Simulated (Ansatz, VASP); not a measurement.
# MgZr2N in VASP and in Ansatz

INCAR

```
SYSTEM = MgZr2N
PREC     = Accurate       ! precision mode
ENCUT    = 600            ! plane-wave cutoff, eV
EDIFF    = 1E-6           ! SCF threshold, eV
ISMEAR   = 0              ! smearing method
SIGMA    = 0.1            ! smearing width, eV
LREAL    = .FALSE.        ! projectors in reciprocal space
LASPH    = .TRUE.         ! aspherical terms in the spheres
NELM     = 100            ! most SCF steps
ALGO     = Normal         ! electronic algorithm
ISIF     = 3              ! what is computed and relaxed
LWAVE    = .FALSE.        ! write WAVECAR
LCHARG   = .FALSE.        ! write CHGCAR
GGA      = PE             ! functional
IBRION   = 2              ! ionic algorithm
NSW      = 90             ! ionic steps
EDIFFG   = -0.04          ! ionic threshold
```

Contents of KPOINTS:

```
Automatic mesh
0
G
  6 6 6
  0 0 0
```

Contents of POSCAR:

```
MgZr2N
1.0
    2.2235937700      1.2837924600      3.5904183900
   -2.2235937700      1.2837924600      3.5904183900
    0.0000000000     -2.5675849300      3.5904183900
Mg Zr N
1 2 1
Direct
    0.5000000000      0.5000000000      0.5000000000
    0.8245010100      0.8245010100      0.8245010100
    0.1754989900      0.1754989900      0.1754989900
    0.0000000000      0.0000000000      0.0000000000
```

Input for Ansatz:

```yaml
crystal:
  lattice:
    - [2.22359377, 1.28379246, 3.59041839]
    - [-2.22359377, 1.28379246, 3.59041839]
    - [0.0, -2.56758493, 3.59041839]
  atoms:
    - { symbol: Mg, position: [0.5, 0.5, 0.5] }
    - { symbol: Zr, position: [0.82450101, 0.82450101, 0.82450101] }
    - { symbol: Zr, position: [0.17549899, 0.17549899, 0.17549899] }
    - { symbol: "N", position: [0.0, 0.0, 0.0] }
basis:
  ecutwfc: 420
kpoints:
  mp_grid: { grid: [6, 6, 6] }
hamiltonian:
  xc: pbe
scf:
  occupations: { method: gaussian, width: 0.1 }
  lower_state_search: "off"
output:
  forces: true
  stress: true
  eigenvalues: true
relax:
  adjacent_minimum: "off"
  f_tol: 0.04
  max_steps: 70
  cell: { stress_tol: 0.4 }
```

Alike in both runs: task relaxation of cell and atoms; functional PBE; k mesh 6 × 6 × 6; occupations gaussian, width 0.1 eV; no spin polarisation.

|  | VASP | Ansatz |
| --- | --- | --- |
| version | VASP 6.6.1 | Ansatz 0.2.0 |
| potentials or method | VASP PAW PBE potentials, release 64 (Mg, Zr_sv, N), cutoff 600 eV | scalar-relativistic, plane waves, PAW |
| valence electrons in the cell | 31 | 39 |

Ansatz gave:

| Quantity | Value |
| --- | --- |
| gap on the k mesh at the Fermi level, each at its own relaxed structure (eV) | none |
| relaxed volume (Å³/atom) | 21.96 |
| relaxed cell length with the largest relative difference (Å) | 4.680 |

Problem. Estimate VASP's values.

Solution. gap on the k mesh at the Fermi level, each at its own relaxed structure (eV): none; relaxed volume (Å³/atom): 21.54; relaxed cell length with the largest relative difference (Å): 4.642.

A gap of «none» marks a metal or a gap that the smearing closes. VASP's potentials hold 31 valence electrons a cell and Ansatz's 39, so a difference there can come from the potentials and not from the codes.

Noted on VASP's run: the volume moved by over 15 % at a fixed basis, so the end points are rough.
